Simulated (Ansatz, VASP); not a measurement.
One calculation of SnO, two programs

```xyz
8
Lattice="3.8202 0.0003 0.0000 -0.0003 3.8202 0.0000 0.0000 0.0000 22.2261" Properties=species:S:1:pos:R:3 pbc="T T T"
Sn    3.8196    3.8202    4.5000
Sn    1.9097    1.9100    6.8630
Sn    1.9097    2.3875   10.7130
Sn   -0.0002    0.4773   13.0761
O     3.8198    1.9102    5.6815
O     1.9096    3.8201    5.6815
O     1.9098    0.4775   11.8946
O    -0.0004    2.3874   11.8946
```

Alike in both runs: task single point; functional PBE; dispersion D3(BJ); k mesh 7 × 7 × 1; occupations gaussian, width 0.05 eV; no spin polarisation.

|  | VASP | Ansatz |
| --- | --- | --- |
| version | VASP 6.6.1 | Ansatz 0.2.0 |
| potentials or method | VASP PAW PBE potentials, release 64 (Sn_d, O), cutoff 520 eV | scalar-relativistic, plane waves, PAW |
| valence electrons in the cell | 80 | 80 |

|  | VASP | Ansatz | Ansatz less VASP |
| --- | --- | --- | --- |
| gap on the k mesh at the Fermi level (eV) | 2.08 | 2.08 | +0.006 |
| least direct gap on the mesh (eV) | 2.29 | 2.30 | +0.009 |
| rms of the force components (eV/Å) | 0.053 | 0.074 | +0.0209 |

Ansatz's warnings: structure snapped to symmetry.
